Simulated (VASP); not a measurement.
Crystal: Mg.

```
Mg
1.0
     3.20930    0.00000    0.00000
    -1.60465    2.77934    0.00000
     0.00000    0.00000    5.21030
Mg
2
Direct
  0.33333 0.66667 0.25000
  0.66667 0.33333 0.75000
```

* Program: VASP 6.6.1
* Task: relaxation of cell and atoms
* Functional: r2SCAN
* Potentials or basis: VASP PAW PBE potentials, release 64 (Mg)
* Cutoff: 600 eV
* k mesh: 9 × 9 × 5
* Occupations: methfessel-paxton, width 0.1 eV
* Spin: no spin polarisation

At the start: pressure -1.4 GPa; volume 23.24 Å³/atom.

Question: Where does the relaxation end?

Answer: Over 3 steps the energy falls by 3.7 meV/atom and the volume is 22.43 Å³/atom (-3.5 %); space group P6_3/mmc (No. 194, to 0.05 Å).

Step by step:
```
step  energy change (eV)  largest force (eV/Å)  pressure (GPa)  volume (Å³)
   1              0.0000                0.0000           -1.35        46.47
   2             -0.0070                0.0000           -0.29        45.17
   3             -0.0074                0.0000           -0.02        44.86
```

Final structure:
```cif
data_structure
_symmetry_space_group_name_H-M 'P 1'
_symmetry_Int_Tables_number 1
_cell_length_a 3.1670
_cell_length_b 3.1670
_cell_length_c 5.1651
_cell_angle_alpha 90.000
_cell_angle_beta 90.000
_cell_angle_gamma 120.000
_cell_volume 44.86
loop_
_atom_site_label
_atom_site_type_symbol
_atom_site_fract_x
_atom_site_fract_y
_atom_site_fract_z
_atom_site_occupancy
Mg1 Mg 0.33333 0.66667 0.25000 1
Mg2 Mg 0.66667 0.33333 0.75000 1
```

Caveat: the PAW data sets were made with another functional, which shifts forces and pressure a little.
